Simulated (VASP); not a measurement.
# LiHS (Pnma) in VASP: a series of runs, part 2 of 2

VASP 6.6.1.

### 3 Single point, PBEsol

Input file INCAR:

```
SYSTEM = LiHS
PREC = Accurate
ENCUT = 520
EDIFF = 1E-6
ISMEAR = -4
SIGMA = 0.02
LREAL = .False.
LASPH = .True.
NELM = 100
ALGO = Normal
ISIF = 2
LWAVE = .False.
LCHARG = .False.
GGA = PS
NBANDS = 32
```

Input file KPOINTS:

```
Automatic mesh
0
Gamma
  4 8 4
  0 0 0
```

Input file POSCAR:

```
LiHS
1.0
    6.6845981001      0.0000000000      0.0000000000
    0.0000000000      3.1579429518      0.0000000000
    0.0000000000      0.0000000000      6.7012354254
Li H S
4 4 4
Direct
    0.0014926147      0.2500000000      0.2471691099
    0.4985073853      0.7500000000      0.7471691099
    0.5014926147      0.2500000000      0.2528308901
    0.9985073853      0.7500000000      0.7528308901
    0.2446034302      0.2500000000      0.5061251256
    0.2553965698      0.7500000000      0.0061251256
    0.7446034302      0.2500000000      0.9938748744
    0.7553965698      0.7500000000      0.4938748744
    0.7505933317      0.2500000000      0.5596526971
    0.7494066683      0.7500000000      0.0596526971
    0.2505933317      0.2500000000      0.9403473029
    0.2494066683      0.7500000000      0.4403473029
```

Potentials or basis: VASP PAW PBE potentials, release 64 (Li_sv, H, S).

Run with:

```console
$ cat potpaw_PBE.64/Li_sv/POTCAR potpaw_PBE.64/H/POTCAR potpaw_PBE.64/S/POTCAR > POTCAR
$ mpirun -np 1 vasp_std > vasp.out
```

OUTCAR:

```text
SYSTEM = LiHS
   PREC = Accurate
   ENCUT = 520
   EDIFF = 1E-6
   ISMEAR = -4
   LREAL = .False.
   LASPH = .True.
   NELM = 100
   ISIF = 2
   GGA = PS

 ion  position               nearest neighbor table
   1  0.001  0.250  0.247-  10 2.63  10 2.63  12 2.63  12 2.63  11 2.65   9 2.68
   2  0.499  0.750  0.747-   9 2.63   9 2.63  11 2.63  11 2.63  12 2.65  10 2.68
   3  0.501  0.250  0.253-  12 2.63  12 2.63  10 2.63  10 2.63   9 2.65  11 2.68
   4  0.999  0.750  0.753-  11 2.63  11 2.63   9 2.63   9 2.63  10 2.65  12 2.68
   5  0.245  0.250  0.506-  12 1.64  12 1.64
   6  0.255  0.750  0.006-  11 1.64  11 1.64
   7  0.745  0.250  0.994-  10 1.64  10 1.64
   8  0.755  0.750  0.494-   9 1.64   9 1.64
   9  0.751  0.250  0.560-   8 1.64   8 1.64   2 2.63   2 2.63   4 2.63   4 2.63   3 2.65   1 2.68

  10  0.749  0.750  0.060-   7 1.64   7 1.64   1 2.63   1 2.63   3 2.63   3 2.63   4 2.65   2 2.68

  11  0.251  0.250  0.940-   6 1.64   6 1.64   4 2.63   4 2.63   2 2.63   2 2.63   1 2.65   3 2.68

  12  0.249  0.750  0.440-   5 1.64   5 1.64   3 2.63   3 2.63   1 2.63   1 2.63   2 2.65   4 2.68

[... 1055 lines left out ...]
     32      10.5772      0.00000

 [... further k-points ...]

------------------------ aborting loop because EDIFF is reached ----------------------------------------

  FORCE on cell =-STRESS in cart. coord.  units (eV):
  Direction    XX          YY          ZZ          XY          YZ          ZX
  --------------------------------------------------------------------------------------
  -------------------------------------------------------------------------------------
  Total       -0.0959628     -0.0921694     -0.1117368      0.0000000      0.0000000      0.0000000
  in kB       -1.0868737     -1.0439093     -1.2655299      0.0000000      0.0000000      0.0000000
  external PRESSURE =      -1.1321043 kB  Pullay stress =       0.0000000 kB

 VOLUME and BASIS-vectors are now :
 -----------------------------------------------------------------------------
  energy-cutoff  :      520.00
  volume of cell :      141.46
      direct lattice vectors                 reciprocal lattice vectors
     6.684598100  0.000000000  0.000000000     0.149597625  0.000000000  0.000000000
     0.000000000  3.157942952  0.000000000     0.000000000  0.316661832  0.000000000
     0.000000000  0.000000000  6.701235425     0.000000000  0.000000000  0.149226215

 POSITION                                       TOTAL-FORCE (eV/Angst)
 -----------------------------------------------------------------------------------
      0.00998      0.78949      1.65634        -0.001273      0.000000      0.001951
      3.33232      2.36846      5.00696         0.001273      0.000000      0.001951
      3.35228      0.78949      1.69428        -0.001273     -0.000000     -0.001951
      6.67462      2.36846      5.04490         0.001273      0.000000     -0.001951
      1.63508      0.78949      3.39166         0.003673      0.000000     -0.004994
      1.70722      2.36846      0.04105        -0.003673      0.000000     -0.004994
      4.97737      0.78949      6.66019         0.003673      0.000000      0.004994
      5.04952      2.36846      3.30957        -0.003673      0.000000      0.004994
      5.01741      0.78949      3.75036         0.004482     -0.000000     -0.005364
      5.00948      2.36846      0.39975        -0.004482     -0.000000     -0.005364
      1.67512      0.78949      6.30149         0.004482      0.000000      0.005364
      1.66718      2.36846      2.95087        -0.004482      0.000000      0.005364
 -----------------------------------------------------------------------------------
    total drift:                                0.000000      0.000000     -0.000000

  FREE ENERGIE OF THE ION-ELECTRON SYSTEM (eV)
  ---------------------------------------------------
  free  energy   TOTEN  =       -45.7819443208 eV

  energy  without entropy=      -45.7819443208  energy(sigma->0) =      -45.78194432
```

OSZICAR:

```text
N       E                     dE             d eps       ncg     rms          rms(c)
DAV:   1     0.233715323764E+03    0.23372E+03   -0.17027E+04  2880   0.123E+03
DAV:   2    -0.158149847922E+02   -0.24953E+03   -0.23508E+03  3400   0.278E+02
DAV:   3    -0.435889395113E+02   -0.27774E+02   -0.27575E+02  4456   0.757E+01
DAV:   4    -0.459911405568E+02   -0.24022E+01   -0.23800E+01  4608   0.216E+01
DAV:   5    -0.461721797945E+02   -0.18104E+00   -0.18102E+00  4112   0.446E+00    0.122E+01
DAV:   6    -0.458182683781E+02    0.35391E+00   -0.54027E-01  3696   0.273E+00    0.807E+00
DAV:   7    -0.457896222110E+02    0.28646E-01   -0.48898E-01  3984   0.239E+00    0.108E+00
DAV:   8    -0.457812069536E+02    0.84153E-02   -0.13011E-01  3672   0.146E+00    0.274E-01
DAV:   9    -0.457818838914E+02   -0.67694E-03   -0.66817E-03  4264   0.351E-01    0.110E-01
DAV:  10    -0.457819110821E+02   -0.27191E-04   -0.26033E-04  4136   0.808E-02    0.468E-02
DAV:  11    -0.457819425084E+02   -0.31426E-04   -0.45406E-05  4392   0.337E-02    0.194E-02
DAV:  12    -0.457819448769E+02   -0.23685E-05   -0.79596E-06  3768   0.131E-02    0.381E-03
DAV:  13    -0.457819443208E+02    0.55613E-06   -0.94373E-07  2360   0.485E-03
   1 F= -.45781944E+02 E0= -.45781944E+02  d E =0.000000E+00
```

Wall time 1.9 min (1 thread of Intel Xeon Platinum 8559C (Emerald Rapids), shared host); peak memory 0.31 GiB.

Results:

```
Free energy            : -45.7819 eV
Largest force          : 0.007 eV/Å
Band gap on the k mesh : 1.52 eV
```

Forces in eV/Å, atoms in the order of the input:
```
Li  -0.001  0.000  0.002
Li   0.001  0.000  0.002
Li  -0.001  0.000 -0.002
Li   0.001  0.000 -0.002
H    0.004  0.000 -0.005
H   -0.004  0.000 -0.005
H    0.004  0.000  0.005
H   -0.004  0.000  0.005
S    0.004  0.000 -0.005
S   -0.004  0.000 -0.005
S    0.004  0.000  0.005
S   -0.004  0.000  0.005
```

Caveat: the cutoff is under 1.25 times the usual one of these potentials, so pressure, stress and relaxed cells hold a basis-set (Pulay) error; the PAW data sets were made with another functional, which shifts forces and pressure a little.
